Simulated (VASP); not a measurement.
# AlGa3O6 (P2/m) in VASP: single point with PBEsol

Aim: the single point of AlGa3O6 with PBEsol.

All numbers are computed with VASP 6.6.1; they aren't measurements. Logs are shortened: lines on timing, memory, paths and dates and some standing lists are left out, and cuts for length are marked.

### 1 The cell of the first run

The structure is monoclinic, space group P2/m (No. 10). The conventional cell has a = 5.750 Å, b = 3.037 Å, c = 12.212 Å, α = 90.00°, β = 103.60°, γ = 90.00°. Al (site symmetry m) has 4 O at 1.77 to 1.81 Å within 2.4 Å. Ga (site symmetry m) has 6 O at 1.94 to 2.07 Å within 2.6 Å. Within 2.4 Å of Ga (site symmetry m) lie 4 O at 1.84 to 1.87 Å. Ga (site symmetry m) has 6 O at 1.94 to 2.09 Å within 2.6 Å. Within 2.4 Å of O (site symmetry m) lie 1 Al at 1.77 Å and 2 Ga at 1.94 Å. Within 2.4 Å of O (site symmetry m) lie 1 Al at 1.81 Å and 3 Ga at 2.02 to 2.09 Å. O (site symmetry m) has 3 Ga at 1.84 to 1.95 Å within 2.4 Å. O (site symmetry m) has 3 Ga at 1.84 to 1.94 Å within 2.4 Å.

### 2 Single point, PBEsol

The input, INCAR:

```
PREC     = Accurate       # precision mode
ENCUT    = 520            # plane-wave cutoff, eV
EDIFF    = 1E-7           # SCF threshold, eV
ISMEAR   = 0              # smearing method
SIGMA    = 0.01           # smearing width, eV
LREAL    = Auto         
LASPH    = True           # aspherical terms in the spheres
NELM     = 80             # most SCF steps
ALGO     = Normal         # electronic algorithm
ISIF     = 2              # what is computed and relaxed
LWAVE    = False          # write WAVECAR
LCHARG   = True           # write CHGCAR
GGA      = PS             # functional
LELF     = True           # ELF
LVHAR    = True         
NBANDS   = 94             # bands
```

The input, KPOINTS:

```
Automatic mesh
0
Gamma
  2 6 4
```

The input, POSCAR:

```
AlGa3O6
1.0
   12.2139558125      0.0000000000      0.0328543879
    0.0000000000      3.0371000000      0.0000000000
   -1.3708397446      0.0000000000      5.5846960235
Al Ga O
2 6 12
Direct
    0.0886560951      0.0000000000      0.7936932992
    0.9113439049      0.0000000000      0.2063067008
    0.6622442149      0.0000000000      0.3167569045
    0.3377557851      0.0000000000      0.6832430955
    0.5896594862      0.5000000000      0.7939044708
    0.4103405138      0.5000000000      0.2060955292
    0.1535219642      0.5000000000      0.3109276640
    0.8464780358      0.5000000000      0.6890723360
    0.1567753014      0.0000000000      0.1016571361
    0.8432246986      0.0000000000      0.8983428639
    0.1684891671      0.0000000000      0.5661977222
    0.8315108329      0.0000000000      0.4338022778
    0.4980263687      0.0000000000      0.2574649789
    0.5019736313      0.0000000000      0.7425350211
    0.6675372119      0.5000000000      0.1086007306
    0.3324627881      0.5000000000      0.8913992694
    0.6767522700      0.5000000000      0.5661314420
    0.3232477300      0.5000000000      0.4338685580
    0.9890557003      0.5000000000      0.2538977391
    0.0109442997      0.5000000000      0.7461022609
```

Potentials or basis: VASP PAW PBE potentials, release 64 (Al, Ga_d, O).

Started as:

```console
$ cat potpaw_PBE.64/Al/POTCAR potpaw_PBE.64/Ga_d/POTCAR potpaw_PBE.64/O/POTCAR > POTCAR
$ mpirun -np 1 vasp_std > vasp.out
```

OUTCAR:

```text
PREC = Accurate
   ENCUT = 520
   EDIFF = 1E-7
   ISMEAR = 0
   LREAL = Auto
   LASPH = True
   NELM = 80
   ISIF = 2
   GGA = PS

 ion  position               nearest neighbor table
   1  0.089  0.000  0.794-   9 1.77  20 1.78  20 1.78  11 1.81
   2  0.911  0.000  0.206-  10 1.77  19 1.78  19 1.78  12 1.81
   3  0.662  0.000  0.317-  15 1.94  15 1.94  13 1.95  12 2.02  17 2.07  17 2.07
   4  0.338  0.000  0.683-  16 1.94  16 1.94  14 1.95  11 2.02  18 2.07  18 2.07
   5  0.590  0.500  0.794-  15 1.84  14 1.84  14 1.84  17 1.87
   6  0.410  0.500  0.206-  16 1.84  13 1.84  13 1.84  18 1.87
   7  0.154  0.500  0.311-   9 1.94   9 1.94  19 1.96  18 2.03  11 2.09  11 2.09
   8  0.846  0.500  0.689-  10 1.94  10 1.94  20 1.96  17 2.03  12 2.09  12 2.09
   9  0.157  0.000  0.102-   1 1.77   7 1.94   7 1.94
  10  0.843  0.000  0.898-   2 1.77   8 1.94   8 1.94
  11  0.168  0.000  0.566-   1 1.81   4 2.02   7 2.09   7 2.09
  12  0.832  0.000  0.434-   2 1.81   3 2.02   8 2.09   8 2.09
  13  0.498  0.000  0.257-   6 1.84   6 1.84   3 1.95
  14  0.502  0.000  0.743-   5 1.84   5 1.84   4 1.95
  15  0.668  0.500  0.109-   5 1.84   3 1.94   3 1.94
  16  0.332  0.500  0.891-   6 1.84   4 1.94   4 1.94
  17  0.677  0.500  0.566-   5 1.87   8 2.03   3 2.07   3 2.07
  18  0.323  0.500  0.434-   6 1.87   7 2.03   4 2.07   4 2.07
  19  0.989  0.500  0.254-   2 1.78   2 1.78   7 1.96
  20  0.011  0.500  0.746-   1 1.78   1 1.78   8 1.96

  LATTYP: Found a simple monoclinic cell.
 ALAT       =     5.7504809608
 B/A-ratio  =     0.5281471273
 C/A-ratio  =     2.1236277677
 COS(beta)  =    -0.2350776436

  Lattice vectors:

 A1 = (  -1.3708397446,   0.0000000000,   5.5846960235)
 A2 = (   0.0000000000,   3.0371000000,   0.0000000000)
 A3 = ( -10.8431160679,   0.0000000000,  -5.6175504114)

Analysis of symmetry for initial positions (statically):
=====================================================================
 Subroutine PRICEL returns:
 Original cell was already a primitive cell.

 Routine SETGRP: Setting up the symmetry group for a
 simple monoclinic supercell.

 Subroutine GETGRP returns: Found  4 space group operations
 (whereof  4 operations were pure point group operations)
 out of a pool of  4 trial point group operations.

The static configuration has the point symmetry C_2h.

Analysis of symmetry for dynamics (positions and initial velocities):
=====================================================================
 Subroutine PRICEL returns:
 Original cell was already a primitive cell.

 Routine SETGRP: Setting up the symmetry group for a
 simple monoclinic supercell.

 Subroutine GETGRP returns: Found  4 space group operations
 (whereof  4 operations were pure point group operations)
 out of a pool of  4 trial point group operations.

The dynamic configuration has the point symmetry C_2h.

 Subroutine INISYM returns: Found  4 space group operations
 (whereof  4 operations are pure point group operations),
 and found     1 'primitive' translations

----------------------------------------------------------------------------------------

                                     Primitive cell

  volume of cell :     207.3011

  direct lattice vectors                    reciprocal lattice vectors
    12.213955813  0.000000000  0.032854388     0.081819533  0.000000000  0.020083719
     0.000000000  3.037100000  0.000000000     0.000000000  0.329261467  0.000000000
    -1.370839745  0.000000000  5.584696024    -0.000481339  0.000000000  0.178942624

  length of vectors
    12.214000000  3.037100000  5.750480961     0.084248393  0.329261467  0.178943272

  position of ions in fractional coordinates (direct lattice)
     0.088656095  0.000000000  0.793693299
     0.911343905  0.000000000  0.206306701
     0.662244215  0.000000000  0.316756904
     0.337755785  0.000000000  0.683243096
     0.589659486  0.500000000  0.793904471
     0.410340514  0.500000000  0.206095529
[... 12 lines left out ...]
     0.989055700  0.500000000  0.253897739
     0.010944300  0.500000000  0.746102261

  ion indices of the primitive-cell ions
   primitive index   ion index
                 1           1
                 2           2
                 3           3
                 4           4
                 5           5
                 6           6
[... 12 lines left out ...]
                19          19
                20          20

----------------------------------------------------------------------------------------

 KPOINTS: Automatic mesh

Automatic generation of k-mesh.
 Grid dimensions read from file:
 generate k-points for:    2    6    4

 Generating k-lattice:

  Cartesian coordinates                     Fractional coordinates (reciprocal lattice)
     0.040909767  0.000000000  0.010041860     0.500000000  0.000000000  0.000000000
     0.000000000  0.054876911  0.000000000     0.000000000  0.166666667  0.000000000
    -0.000120335  0.000000000  0.044735656     0.000000000  0.000000000  0.250000000

  Length of vectors
     0.042124197  0.054876911  0.044735818

  Shift w.r.t. Gamma in fractional coordinates (k-lattice)
     0.000000000  0.000000000  0.000000000

 Subroutine IBZKPT returns following result:
 ===========================================

 Found     24 irreducible k-points:

 Following reciprocal coordinates:
            Coordinates               Weight
  0.000000  0.000000  0.000000      1.000000
  0.500000  0.000000 -0.000000      1.000000
  0.000000  0.166667  0.000000      2.000000
  0.500000  0.166667 -0.000000      2.000000
  0.000000  0.333333  0.000000      2.000000
  0.500000  0.333333 -0.000000      2.000000
[... 16 lines left out ...]
 -0.000000  0.500000  0.500000      1.000000
  0.500000  0.500000  0.500000      1.000000
   k-points           NKPTS =     24   k-points in BZ     NKDIM =     24   number of bands    NBANDS=     94
   number of dos      NEDOS =    301   number of ions     NIONS =     20
   total plane-waves  NPLWV = 110592
   dimension x,y,z NGX =    96 NGY =   24 NGZ =   48
   dimension x,y,z NGXF=   192 NGYF=   48 NGZF=   96
   ions per type =               2   6  12
   NGX,Y,Z   is equivalent  to a cutoff of  13.07, 13.14, 13.88 a.u.
   NGXF,Y,Z  is equivalent  to a cutoff of  26.13, 26.27, 27.75 a.u.
 SYSTEM =  unknown system
   PREC   = accura    normal or accurate (medium, high low for compatibility)
   ISTART =      0    job   : 0-new  1-cont  2-samecut
   ICHARG =      2    charge: 1-file 2-atom 10-const
   ISPIN  =      1    spin polarized calculation?
   LNONCOLLINEAR =      F non collinear calculations
   LSORBIT =      F    spin-orbit coupling
   LASPH  =      T    aspherical Exc in radial PAW
   ENCUT  =  520.0 eV  38.22 Ry    6.18 a.u.  22.71  5.65 10.69*2*pi/ulx,y,z
   NELM   =     80;   NELMIN=  2; NELMDL= -5     # of ELM steps
   EDIFF  = 0.1E-06   stopping-criterion for ELM
   LREAL  =      T    real-space projection
   EDIFFG = 0.1E-05   stopping-criterion for IOM
   NSW    =      0    number of steps for IOM
   IBRION =     -1    ionic relax: 0-MD 1-quasi-New 2-CG
   NFREE  =      0    steps in history (QN), initial steepest desc. (CG)
   ISIF   =      2    stress and relaxation
   ISYM   =      2    0-nonsym 1-usesym 2-fastsym
   POTIM  = 0.5000    time-step for ionic-motion
   TEBEG  =    0.0;   TEEND  =   0.0 temperature during run
   PSTRESS=    0.0 pullay stress
   NELECT =     156.0000    total number of electrons
   NUPDOWN=      -1.0000    fix difference up-down
   EMIN   =  10.00;   EMAX   =-10.00  energy-range for DOS
   EFERMI =   0.00;   METHOD = LEGACY
   ISMEAR =     0;   SIGMA  =   0.01  broadening in eV -4-tet -1-fermi 0-gaus
   EFERMI_NEDOS =   21; number of points for ismear=-14 and -15
   IALGO  =     38    algorithm
   IMIX   =      4    mixing-type and parameters
     AMIX     =   0.40;   BMIX     =  1.00
     AMIX_MAG =   1.60;   BMIX_MAG =  1.00
  volume/ion in A,a.u.               =      10.37        69.95
  Fermi-wavevector in a.u.,A,eV,Ry     =   1.489072  2.813939 30.168697  2.217337
  Thomas-Fermi vector in A             =   2.602027
   LORBIT       =      0    0 simple, 1 ext, 2 COOP (PROOUT), +10 PAW based schemes
   GGA     = PS    functional components
   LHFCALC =     F    Hartree Fock is set to
   AEXX    =    0.0000 exact exchange contribution
   IVDW    =     0    specifies the selected vdW correction
   LEPSILON=     F    determine dielectric tensor
   LRPA    =     F    only Hartree local field effects (RPA)
 non-spin polarized calculation
 Gauss-broadening in eV      SIGMA  =   0.01
  energy-cutoff  :      520.00
  volume of cell :      207.30
 maximum number of plane-waves:      5609
 NGX is ok and might be reduce to    96
   NGX = 45   NGY = 11   NGZ = 21

 number of electron     156.0000046 magnetization

 Free energy of the ion-electron system (eV)
  ---------------------------------------------------
  ext. energy  EPLUGINS =         0.00000000
  ---------------------------------------------------
  free energy    TOTEN  =      -134.71783441 eV

  energy without entropy =     -134.71783441  energy(sigma->0) =     -134.71783441

 E-fermi :   4.0141     XC(G=0): -11.6910

 val. band max:        3.9070750720   @ k =  -0.0000   0.0000   0.5000
 cond. band min:       6.5617545348   @ k =   0.0000   0.0000   0.0000
 fundamental gap:      2.6546794629
 Fermi energy:         4.0141375286

 k-point     1 :       0.0000    0.0000    0.0000
  band No.  band energies     occupation
      1     -14.8898      2.00000
      2     -14.5088      2.00000
      3     -14.3358      2.00000
      4     -13.7302      2.00000
      5     -13.6214      2.00000
      6     -13.5603      2.00000
[... 82 lines left out ...]
     89      12.2705      0.00000
     90      12.6367      0.00000

 k-point     2 :       0.5000    0.0000   -0.0000
  band No.  band energies     occupation
      1     -14.8093      2.00000
      2     -14.7232      2.00000
      3     -13.9812      2.00000
      4     -13.9679      2.00000
      5     -13.7298      2.00000
      6     -13.4586      2.00000
[... 2035 lines left out ...]
     89      13.0822      0.00000
     90      13.1257      0.00000

 k-point    24 :       0.5000    0.5000    0.5000
  band No.  band energies     occupation
      1     -13.6349      2.00000
      2     -13.5760      2.00000
      3     -13.5640      2.00000
      4     -13.5552      2.00000
      5     -13.2465      2.00000
      6     -13.2282      2.00000
[... 82 lines left out ...]
     89      13.0536      0.00000
     90      13.0664      0.00000
 [bands above 90 left out]

------------------------ aborting loop because EDIFF is reached ----------------------------------------

  FORCE on cell =-STRESS in cart. coord.  units (eV):
  Direction    XX          YY          ZZ          XY          YZ          ZX
  --------------------------------------------------------------------------------------
  -------------------------------------------------------------------------------------
  Total       -0.6213124     -1.7136772      0.4704723      0.0000000      0.0000000      0.0418138
  in kB       -4.8019645    -13.2445730      3.6361603      0.0000000      0.0000000      0.3231679
  external PRESSURE =      -4.8034591 kB  Pullay stress =       0.0000000 kB

 VOLUME and BASIS-vectors are now :
 -----------------------------------------------------------------------------
  energy-cutoff  :      520.00
  volume of cell :      207.30
      direct lattice vectors                 reciprocal lattice vectors
    12.213955813  0.000000000  0.032854388     0.081819533  0.000000000  0.020083719
     0.000000000  3.037100000  0.000000000     0.000000000  0.329261467  0.000000000
    -1.370839745  0.000000000  5.584696024    -0.000481339  0.000000000  0.178942624

 POSITION                                       TOTAL-FORCE (eV/Angst)
 -----------------------------------------------------------------------------------
     -0.00518      0.00000      4.43545         0.006008     -0.000000     -0.009051
     10.84830      0.00000      1.18210        -0.006008     -0.000000      0.009051
      7.65440      0.00000      1.79075        -0.009401     -0.000000     -0.017957
      3.18872      0.00000      3.82680         0.009401     -0.000000      0.017957
      6.11376      1.51855      4.45309         0.005659     -0.000000      0.007452
      4.72936      1.51855      1.16446        -0.005659      0.000000     -0.007452
[... 12 lines left out ...]
     11.73223      1.51855      1.45044         0.001326     -0.000000      0.006591
     -0.88911      1.51855      4.16711        -0.001326     -0.000000     -0.006591
 -----------------------------------------------------------------------------------
    total drift:                                0.000000     -0.000000     -0.000000

  FREE ENERGIE OF THE ION-ELECTRON SYSTEM (eV)
  ---------------------------------------------------
  free  energy   TOTEN  =      -134.7178344150 eV

  energy  without entropy=     -134.7178344150  energy(sigma->0) =     -134.71783441
```

It took 24 min on 1 thread of Intel Xeon Platinum 8259CL at 2.50GHz (Skylake/Cascade Lake), shared host; peak memory 0.49 GiB.

Results:

* Free energy: -134.7178 eV
* Pressure: -0.5 GPa
* Largest force: 0.021 eV/Å
* Band gap on the k mesh: 2.65 eV (least direct gap 2.69 eV)

Forces in eV/Å, atoms in the order of the input:
```
Al   0.006  0.000 -0.009
Al  -0.006  0.000  0.009
Ga  -0.009  0.000 -0.018
Ga   0.009  0.000  0.018
Ga   0.006  0.000  0.007
Ga  -0.006  0.000 -0.007
Ga  -0.006  0.000 -0.015
Ga   0.006  0.000  0.015
O    0.005  0.000 -0.006
O   -0.005  0.000  0.006
O   -0.015  0.000  0.014
O    0.015  0.000 -0.014
O   -0.005  0.000 -0.001
O    0.005  0.000  0.001
O    0.004  0.000 -0.014
O   -0.004  0.000  0.014
O   -0.016  0.000  0.013
O    0.016  0.000 -0.013
O    0.001  0.000  0.007
O   -0.001  0.000 -0.007
```

Caveat: the PAW data sets were made with another functional, which shifts forces and pressure a little. A k mesh can miss the band edges.
